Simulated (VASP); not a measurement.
# NiGe3 (Pm-3m) in VASP: further runs

NiGe3 is run at these levels: PBE; tasks: single point, relaxation of cell and atoms.

Everything below comes from runs of VASP 6.6.1. Logs are shortened: lines on timing, memory, paths and dates and some standing lists are left out, and cuts for length are marked.

## 1. The cell of the first run

It takes space group Pm-3m (No. 221, cubic). Conventional cell: a = 3.948 Å, b = 3.948 Å, c = 3.948 Å, α = 90.00°, β = 90.00°, γ = 90.00°. Within 3.7 Å of Ni (site symmetry m-3m) lie 12 Ge at 2.79 Å. Ge (site symmetry 4/mmm) has 4 Ni at 2.79 Å and 8 Ge at 2.79 Å within 3.7 Å.

## 2. Single point, PBE, collinear spin, ferromagnetic start

Input file INCAR:

```
PREC = Accurate ; ENCUT = 590
EDIFF = 1E-6 ; ISMEAR = 0
SIGMA = 0.1 ; LREAL = False
LASPH = True ; NELM = 200
ALGO = Normal ; ISIF = 2
LWAVE = False ; LCHARG = False
ISPIN = 2 ; MAGMOM = 2 0 0 0
LORBIT = 11 ; LMAXMIX = 4
GGA = PE ; NBANDS = 42
GGA_COMPAT = False
```

Input file KPOINTS:

```
regular mesh
0
Gamma
  4 4 4
```

Input file POSCAR:

```
NiGe3
1.0
    3.9477733574      0.0000000000      0.0000000000
    0.0000000000      3.9477733574      0.0000000000
    0.0000000000      0.0000000000      3.9477733574
Ni Ge
1 3
Direct
    0.0000000000      0.0000000000      0.0000000000
    0.0000000000      0.5000000000      0.5000000000
    0.5000000000      0.0000000000      0.5000000000
    0.5000000000      0.5000000000      0.0000000000
```

Potentials or basis: VASP PAW PBE potentials, release 64 (Ni_sv_GW, Ge_d).

Started as:

```sh
$ cat potpaw_PBE.64/Ni_sv_GW/POTCAR potpaw_PBE.64/Ge_d/POTCAR > POTCAR
$ mpirun -np 1 vasp_std > vasp.out
```

OUTCAR:

```text
PREC = Accurate
   ENCUT = 590
   EDIFF = 1E-6
   ISMEAR = 0
   LREAL = False
   LASPH = True
   NELM = 200
   ISIF = 2
   ISPIN = 2
   LORBIT = 11
   GGA = PE

 ion  position               nearest neighbor table
   1  0.000  0.000  0.000-   2 2.79   3 2.79   4 2.79   2 2.79   3 2.79   2 2.79   4 2.79   2 2.79
                             3 2.79   4 2.79   3 2.79   4 2.79
   2  0.000  0.500  0.500-   1 2.79   3 2.79   4 2.79   1 2.79   4 2.79   1 2.79   3 2.79   1 2.79
                             3 2.79   4 2.79   4 2.79   3 2.79
   3  0.500  0.000  0.500-   1 2.79   2 2.79   4 2.79   1 2.79   4 2.79   2 2.79   4 2.79   4 2.79
                             1 2.79   2 2.79   1 2.79   2 2.79
   4  0.500  0.500  0.000-   1 2.79   2 2.79   3 2.79   2 2.79   3 2.79   1 2.79   3 2.79   3 2.79
                             1 2.79   2 2.79   2 2.79   1 2.79

  LATTYP: Found a simple cubic cell.
 ALAT       =     3.9477733574

  Lattice vectors:

 A1 = (   3.9477733574,   0.0000000000,   0.0000000000)
 A2 = (   0.0000000000,   3.9477733574,   0.0000000000)
 A3 = (   0.0000000000,   0.0000000000,   3.9477733574)

Analysis of symmetry for initial positions (statically):
=====================================================================
 Subroutine PRICEL returns:
 Original cell was already a primitive cell.

 Routine SETGRP: Setting up the symmetry group for a
 simple cubic supercell.

 Subroutine GETGRP returns: Found 48 space group operations
 (whereof 48 operations were pure point group operations)
 out of a pool of 48 trial point group operations.

The static configuration has the point symmetry O_h .

Analysis of symmetry for dynamics (positions and initial velocities):
=====================================================================
 Subroutine PRICEL returns:
 Original cell was already a primitive cell.

 Routine SETGRP: Setting up the symmetry group for a
 simple cubic supercell.

 Subroutine GETGRP returns: Found 48 space group operations
 (whereof 48 operations were pure point group operations)
 out of a pool of 48 trial point group operations.

The dynamic configuration has the point symmetry O_h .

Analysis of structural, dynamic, and magnetic symmetry:
=====================================================================
 Subroutine PRICEL returns:
 Original cell was already a primitive cell.

 Routine SETGRP: Setting up the symmetry group for a
 simple cubic supercell.

 Subroutine GETGRP returns: Found 48 space group operations
 (whereof 48 operations were pure point group operations)
 out of a pool of 48 trial point group operations.

The overall configuration has the point symmetry O_h .

 Subroutine INISYM returns: Found 48 space group operations
 (whereof 48 operations are pure point group operations),
 and found     1 'primitive' translations

----------------------------------------------------------------------------------------

                                     Primitive cell

  volume of cell :      61.5257

  direct lattice vectors                    reciprocal lattice vectors
     3.947773357  0.000000000  0.000000000     0.253307348  0.000000000  0.000000000
     0.000000000  3.947773357  0.000000000     0.000000000  0.253307348  0.000000000
     0.000000000  0.000000000  3.947773357     0.000000000  0.000000000  0.253307348

  length of vectors
     3.947773357  3.947773357  3.947773357     0.253307348  0.253307348  0.253307348

  position of ions in fractional coordinates (direct lattice)
     0.000000000  0.000000000  0.000000000
     0.000000000  0.500000000  0.500000000
     0.500000000  0.000000000  0.500000000
     0.500000000  0.500000000  0.000000000

  ion indices of the primitive-cell ions
   primitive index   ion index
                 1           1
                 2           2
                 3           3
                 4           4

----------------------------------------------------------------------------------------

 KPOINTS: regular mesh

Automatic generation of k-mesh.
 Grid dimensions read from file:
[... 24 lines left out ...]
  0.500000  0.000000  0.000000      3.000000
  0.250000  0.250000  0.000000     12.000000
  0.500000  0.250000  0.000000     12.000000
  0.500000  0.500000  0.000000      3.000000
  0.250000  0.250000  0.250000      8.000000
  0.500000  0.250000  0.250000     12.000000
  0.500000  0.500000  0.250000      6.000000
  0.500000  0.500000  0.500000      1.000000
   k-points           NKPTS =     10   k-points in BZ     NKDIM =     10   number of bands    NBANDS=     42
   number of dos      NEDOS =    301   number of ions     NIONS =      4
   total plane-waves  NPLWV =  32768
   dimension x,y,z NGX =    32 NGY =   32 NGZ =   32
   dimension x,y,z NGXF=    64 NGYF=   64 NGZF=   64
   ions per type =               1   3
   NGX,Y,Z   is equivalent  to a cutoff of  13.48, 13.48, 13.48 a.u.
   NGXF,Y,Z  is equivalent  to a cutoff of  26.95, 26.95, 26.95 a.u.
 SYSTEM =  unknown system
   PREC   = accura    normal or accurate (medium, high low for compatibility)
   ISTART =      0    job   : 0-new  1-cont  2-samecut
   ICHARG =      2    charge: 1-file 2-atom 10-const
   ISPIN  =      2    spin polarized calculation?
   LNONCOLLINEAR =      F non collinear calculations
   LSORBIT =      F    spin-orbit coupling
   LASPH  =      T    aspherical Exc in radial PAW
   ENCUT  =  590.0 eV  43.36 Ry    6.59 a.u.   7.82  7.82  7.82*2*pi/ulx,y,z
   NELM   =    200;   NELMIN=  2; NELMDL= -5     # of ELM steps
   EDIFF  = 0.1E-05   stopping-criterion for ELM
   LREAL  =      F    real-space projection
   EDIFFG = 0.1E-04   stopping-criterion for IOM
   NSW    =      0    number of steps for IOM
   IBRION =     -1    ionic relax: 0-MD 1-quasi-New 2-CG
   NFREE  =      0    steps in history (QN), initial steepest desc. (CG)
   ISIF   =      2    stress and relaxation
   ISYM   =      2    0-nonsym 1-usesym 2-fastsym
   POTIM  = 0.5000    time-step for ionic-motion
   TEBEG  =    0.0;   TEEND  =   0.0 temperature during run
   PSTRESS=    0.0 pullay stress
   NELECT =      60.0000    total number of electrons
   NUPDOWN=      -1.0000    fix difference up-down
   EMIN   =  10.00;   EMAX   =-10.00  energy-range for DOS
   EFERMI =   0.00;   METHOD = LEGACY
   ISMEAR =     0;   SIGMA  =   0.10  broadening in eV -4-tet -1-fermi 0-gaus
   EFERMI_NEDOS =   21; number of points for ismear=-14 and -15
   IALGO  =     38    algorithm
   IMIX   =      4    mixing-type and parameters
     AMIX     =   0.40;   BMIX     =  1.00
     AMIX_MAG =   1.60;   BMIX_MAG =  1.00
  volume/ion in A,a.u.               =      15.38       103.80
  Fermi-wavevector in a.u.,A,eV,Ry     =   1.623453  3.067881 35.859507  2.635599
  Thomas-Fermi vector in A             =   2.716901
   LORBIT       =     11    0 simple, 1 ext, 2 COOP (PROOUT), +10 PAW based schemes
   GGA     = PE    functional components
   LHFCALC =     F    Hartree Fock is set to
   AEXX    =    0.0000 exact exchange contribution
   IVDW    =     0    specifies the selected vdW correction
   LEPSILON=     F    determine dielectric tensor
   LRPA    =     F    only Hartree local field effects (RPA)
 spin polarized calculation
 Gauss-broadening in eV      SIGMA  =   0.10
  energy-cutoff  :      590.00
  volume of cell :       61.53
 maximum number of plane-waves:      2016
 NGX is ok and might be reduce to    32
   NGX = 15   NGY = 15   NGZ = 15

 number of electron      59.9999990 magnetization       0.2771584

 Free energy of the ion-electron system (eV)
  ---------------------------------------------------
  ext. energy  EPLUGINS =         0.00000000
  ---------------------------------------------------
  free energy    TOTEN  =       -18.74416584 eV

  energy without entropy =      -18.72470964  energy(sigma->0) =      -18.73443774

 E-fermi :   8.0644     XC(G=0): -12.2183

 val. band max:        8.0607151454   @ k =   0.5000   0.5000   0.0000
 cond. band min:       8.0796141491   @ k =   0.5000   0.0000   0.0000
 fundamental gap:      0.0188990038
 Fermi energy:         8.0644402423

 spin component 1

 k-point     1 :       0.0000    0.0000    0.0000
  band No.  band energies     occupation
      1     -94.7790      1.00000
      2     -55.2129      1.00000
      3     -55.2129      1.00000
      4     -55.2129      1.00000
      5     -16.8202      1.00000
      6     -16.8202      1.00000
[... 439 lines left out ...]
     41      22.5111      0.00000
     42      22.5157      0.00000
 Fermi energy:         8.0644402423

 spin component 2

 k-point     1 :       0.0000    0.0000    0.0000
  band No.  band energies     occupation
      1     -94.5884      1.00000
      2     -55.0274      1.00000
      3     -55.0274      1.00000
      4     -55.0274      1.00000
      5     -16.8131      1.00000
      6     -16.8131      1.00000
[... 439 lines left out ...]
     41      22.5419      0.00000
     42      22.5769      0.00000

------------------------ aborting loop because EDIFF is reached ----------------------------------------

  FORCE on cell =-STRESS in cart. coord.  units (eV):
  Direction    XX          YY          ZZ          XY          YZ          ZX
  --------------------------------------------------------------------------------------
  -------------------------------------------------------------------------------------
  Total        2.0707127      2.0707127      2.0707127     -0.0000000     -0.0000000     -0.0000000
  in kB       53.9229686     53.9229686     53.9229686     -0.0000000     -0.0000000     -0.0000000
  external PRESSURE =      53.9229686 kB  Pullay stress =       0.0000000 kB

 VOLUME and BASIS-vectors are now :
 -----------------------------------------------------------------------------
  energy-cutoff  :      590.00
  volume of cell :       61.53
      direct lattice vectors                 reciprocal lattice vectors
     3.947773357  0.000000000  0.000000000     0.253307348  0.000000000  0.000000000
     0.000000000  3.947773357  0.000000000     0.000000000  0.253307348  0.000000000
     0.000000000  0.000000000  3.947773357     0.000000000  0.000000000  0.253307348

 POSITION                                       TOTAL-FORCE (eV/Angst)
 -----------------------------------------------------------------------------------
      0.00000      0.00000      0.00000         0.000000      0.000000      0.000000
      0.00000      1.97389      1.97389         0.000000      0.000000      0.000000
      1.97389      0.00000      1.97389         0.000000      0.000000      0.000000
      1.97389      1.97389      0.00000         0.000000      0.000000      0.000000
 -----------------------------------------------------------------------------------
    total drift:                                0.000000     -0.000000     -0.000000

  FREE ENERGIE OF THE ION-ELECTRON SYSTEM (eV)
  ---------------------------------------------------
  free  energy   TOTEN  =       -18.7441658411 eV

  energy  without entropy=      -18.7247096361  energy(sigma->0) =      -18.73443774

 total charge

# of ion       s       p       d       f       tot
--------------------------------------------------
    1        2.189   6.163   7.958   0.002  16.312
    2        1.235   1.000  10.061   0.000  12.296
    3        1.235   1.000  10.061   0.000  12.296
    4        1.235   1.000  10.061   0.000  12.296
--------------------------------------------------
tot          5.895   9.164  38.141   0.002  53.201

 magnetization (x)

# of ion       s       p       d       f       tot
--------------------------------------------------
    1       -0.000   0.001   0.158   0.000   0.158
    2        0.000   0.020   0.003   0.000   0.024
    3        0.000   0.020   0.003   0.000   0.024
    4        0.000   0.020   0.003   0.000   0.024
--------------------------------------------------
tot          0.000   0.062   0.167   0.000   0.229
```

It took 2.2 min on 1 thread of Intel Xeon Platinum 8259CL at 2.50GHz (Skylake/Cascade Lake), shared host; peak memory 0.23 GiB.

Results:

```yaml
Free_energy: -18.7442 eV
Pressure: 5.4 GPa
Net_moment: 0.28 μB per cell
Site_moments: Ni +0.16; Ge +0.02 μB
Valence_electrons_inside_the_program's_atomic_spheres: Ni 16.31; Ge 12.30
```

Levels at points of the mesh, in eV from the Fermi level:
Spin up:
| k point | band 28 | band 29 | band 30 | band 31 | band 32 | band 33 |
| --- | --- | --- | --- | --- | --- | --- |
| (0.00, 0.00, 0.00) | -1.62 | -0.81 | -0.81 | 0.22 | 3.59 | 3.59 |
| (0.50, 0.00, 0.00) | -0.58 | -0.58 | -0.14 | -0.14 | 0.58 | 0.63 |
| (0.50, 0.50, 0.00) | -1.39 | 0.00 | 0.27 | 1.29 | 1.29 | 2.07 |
| (0.50, 0.50, 0.50) | -1.34 | -1.17 | -0.92 | -0.92 | -0.92 | 8.65 |
Spin down:
| k point | band 26 | band 27 | band 28 | band 29 | band 30 | band 31 | band 32 | band 33 | band 34 | band 35 |
| --- | --- | --- | --- | --- | --- | --- | --- | --- | --- | --- |
| (0.00, 0.00, 0.00) | -1.46 | -1.46 | -1.46 | -0.68 | -0.68 | 0.28 | 3.61 | 3.61 | 3.61 | 5.95 |
| (0.50, 0.00, 0.00) | -1.42 | -1.38 | -0.56 | -0.56 | 0.02 | 0.02 | 0.61 | 0.70 | 2.22 | 6.49 |
| (0.50, 0.50, 0.00) | -1.30 | -1.27 | -1.27 | 0.09 | 0.37 | 1.30 | 1.30 | 2.16 | 2.16 | 4.50 |
| (0.50, 0.50, 0.50) | -5.14 | -1.21 | -1.21 | -1.16 | -0.75 | -0.75 | -0.75 | 8.73 | 8.73 | 9.05 |

Caveat: the k points lie up to 0.40 Å⁻¹ apart.

## 3. Relaxation of cell and atoms, PBE, collinear spin, ferromagnetic start

Input file INCAR:

```
SYSTEM = NiGe3
ALGO     = Normal         ! electronic algorithm
EDIFF    = 1E-7           ! SCF threshold, eV
EDIFFG   = -0.04          ! ionic threshold
ENCUT    = 590            ! plane-wave cutoff, eV
GGA      = PE             ! functional
GGA_COMPAT= .False.      
IBRION   = 2              ! ionic algorithm
ISIF     = 3              ! what is computed and relaxed
ISMEAR   = 0              ! smearing method
ISPIN    = 2              ! spin polarisation
LASPH    = .True.         ! aspherical terms in the spheres
LCHARG   = .False.        ! write CHGCAR
LMAXMIX  = 4              ! l up to which the mixer works
LORBIT   = 11             ! projections on sites
LREAL    = .False.        ! projectors in reciprocal space
LWAVE    = .False.        ! write WAVECAR
MAGMOM   = 0.18 0 0 0     ! initial moments
NELM     = 200            ! most SCF steps
NELMIN   = 4            
NSW      = 90             ! ionic steps
PREC     = Accurate       ! precision mode
SIGMA    = 0.1            ! smearing width, eV
```

Input file KPOINTS:

```
k-points
0
Gamma
  4 4 4
  0 0 0
```

POSCAR is that of step 2.

Potentials or basis: VASP PAW PBE potentials, release 64 (Ni_sv_GW, Ge_d).

Started as:

```sh
$ cat potpaw_PBE.64/Ni_sv_GW/POTCAR potpaw_PBE.64/Ge_d/POTCAR > POTCAR
$ mpirun -np 1 vasp_std > vasp.out
```

OUTCAR:

```text
SYSTEM = NiGe3
   EDIFF = 1E-7
   EDIFFG = -0.04
   ENCUT = 590
   GGA = PE
   IBRION = 2
   ISIF = 3
   ISMEAR = 0
   ISPIN = 2
   LASPH = .True.
   LORBIT = 11
   LREAL = .False.
   NELM = 200
   NELMIN = 4
   NSW = 90
   PREC = Accurate

 ion  position               nearest neighbor table
   1  0.000  0.000  0.000-   2 2.79   3 2.79   4 2.79   2 2.79   3 2.79   2 2.79   4 2.79   2 2.79
                             3 2.79   4 2.79   3 2.79   4 2.79
   2  0.000  0.500  0.500-   1 2.79   3 2.79   4 2.79   1 2.79   4 2.79   1 2.79   3 2.79   1 2.79
                             3 2.79   4 2.79   4 2.79   3 2.79
   3  0.500  0.000  0.500-   1 2.79   2 2.79   4 2.79   1 2.79   4 2.79   2 2.79   4 2.79   4 2.79
                             1 2.79   2 2.79   1 2.79   2 2.79
[... 293 lines left out ...]
  band No.  band energies     occupation
      1     -95.1725      1.00000
      2     -55.6097      1.00000
      3     -55.6097      1.00000
      4     -55.6097      1.00000
      5     -17.3760      1.00000
      6     -17.3760      1.00000
[... 379 lines left out ...]
     35      16.0533      0.00000
     36      16.0533      0.00000
 Fermi energy:         7.4911333296

 spin component 2

 k-point     1 :       0.0000    0.0000    0.0000
  band No.  band energies     occupation
      1     -95.1724      1.00000
      2     -55.6097      1.00000
      3     -55.6097      1.00000
      4     -55.6097      1.00000
      5     -17.3760      1.00000
      6     -17.3760      1.00000
[... 410 lines left out ...]
  FREE ENERGIE OF THE ION-ELECTRON SYSTEM (eV)
  ---------------------------------------------------
  free  energy   TOTEN  =       -18.7953011076 eV

  energy  without entropy=      -18.7698640407  energy(sigma->0) =      -18.78258257

 reached required accuracy - stopping structural energy minimisation

 total charge

# of ion       s       p       d       f       tot
--------------------------------------------------
    1        2.183   6.150   7.957   0.002  16.291
    2        1.237   0.964  10.047   0.000  12.248
    3        1.237   0.964  10.047   0.000  12.248
    4        1.237   0.964  10.047   0.000  12.248
--------------------------------------------------
tot          5.894   9.041  38.097   0.002  53.034

 magnetization (x)

# of ion       s       p       d       f       tot
--------------------------------------------------
    1        0.000  -0.000   0.000   0.000   0.000
    2        0.000   0.000   0.000   0.000   0.000
    3        0.000   0.000   0.000   0.000   0.000
    4        0.000   0.000   0.000   0.000   0.000
--------------------------------------------------
tot          0.000   0.000   0.000   0.000   0.000
```

CONTCAR:

```text
NiGe3
   1.00000000000000
     4.0148152814693239   -0.0000000000000000    0.0000000000000000
    -0.0000000000000000    4.0148152814693239    0.0000000000000000
     0.0000000000000000   -0.0000000000000000    4.0148152814693239
  Ni              Ge
     1     3
Direct
     0.0000000000000000    0.0000000000000000    0.0000000000000000
     0.0000000000000000    0.5000000000000000    0.5000000000000000
     0.5000000000000000    0.0000000000000000    0.5000000000000000
     0.5000000000000000    0.5000000000000000    0.0000000000000000

  0.00000000E+00  0.00000000E+00  0.00000000E+00
  0.00000000E+00  0.00000000E+00  0.00000000E+00
  0.00000000E+00  0.00000000E+00  0.00000000E+00
  0.00000000E+00  0.00000000E+00  0.00000000E+00
```

Run time: 1.8 min. Hardware: 1 thread of Intel Xeon 6975P-C (Granite Rapids), shared host; peak memory 0.24 GiB.

Results:

* Free energy: -18.7953 eV
* Relaxed volume: 16.18 Å³/atom
* Relaxed cell: a = 4.015 Å, b = 4.015 Å, c = 4.015 Å, α = 90.00°, β = 90.00°, γ = 90.00°
* Space group after relaxing (to 0.1 Å): Pm-3m (No. 221)
* Energy gained by relaxing: 12.9 meV/atom
* Ionic steps: 3
* Pressure after relaxing: 0.0 GPa
* Band gap on the k mesh: zero (filled and empty bands overlap)
* Net moment: 0.00 μB per cell
* Valence electrons inside the program's atomic spheres: Ni 16.29; Ge 12.25

Step by step:
```csv
step,energy change (eV),largest force (eV/Å),pressure (GPa),volume (Å³)
1,0.0000,0.0000,5.47,61.53
2,-0.0405,0.0000,-1.99,66.32
3,-0.0516,0.0000,-0.03,64.71
```

Final structure:
```cif
data_structure
_symmetry_space_group_name_H-M 'P 1'
_symmetry_Int_Tables_number 1
_cell_length_a 4.0148
_cell_length_b 4.0148
_cell_length_c 4.0148
_cell_angle_alpha 90.000
_cell_angle_beta 90.000
_cell_angle_gamma 90.000
_cell_volume 64.71
loop_
_atom_site_label
_atom_site_type_symbol
_atom_site_fract_x
_atom_site_fract_y
_atom_site_fract_z
_atom_site_occupancy
Ni1 Ni 0.00000 0.00000 0.00000 1
Ge1 Ge 0.00000 0.50000 0.50000 1
Ge2 Ge 0.50000 0.00000 0.50000 1
Ge3 Ge 0.50000 0.50000 0.00000 1
```

Caveat: the k points lie up to 0.39 Å⁻¹ apart in the final cell, too coarse for converged energies and pressures of a metal.
